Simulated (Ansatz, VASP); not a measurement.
**WS2: VASP beside Ansatz**

```xyz
6
Lattice="3.1878 0.0000 0.0000 -1.5939 2.7607 0.0000 0.0000 0.0000 14.8713" Properties=species:S:1:pos:R:3 pbc="T T T"
W     0.0000    1.8405    3.7178
W     1.5939    0.9202   11.1535
S     0.0000    1.8405    9.5824
S     1.5939    0.9202    2.1467
S     0.0000    1.8405   12.7246
S     1.5939    0.9202    5.2889
```

Alike in both runs: functional PBE; k mesh 12 × 12 × 2; occupations gaussian, width 0.02 eV; no spin polarisation.

Ansatz relaxed the structure, and its values are those at the end. VASP's run is a single point on that final structure, the one shown.

|  | VASP | Ansatz |
| --- | --- | --- |
| version | VASP 6.6.1 | Ansatz 0.2.0 |
| potentials or method | VASP PAW PBE potentials, release 64 (W_sv, S), cutoff 520 eV | scalar-relativistic, plane waves, PAW |
| valence electrons in the cell | 52 | 52 |

```csv
,VASP,Ansatz,Ansatz less VASP
gap on the k mesh at the Fermi level (eV),1.64,1.63,-0.014
least direct gap on the mesh (eV),1.80,1.80,-0.003
pressure (GPa),0.0,0.0,+0.04
```

Spin-orbit coupling is off throughout.
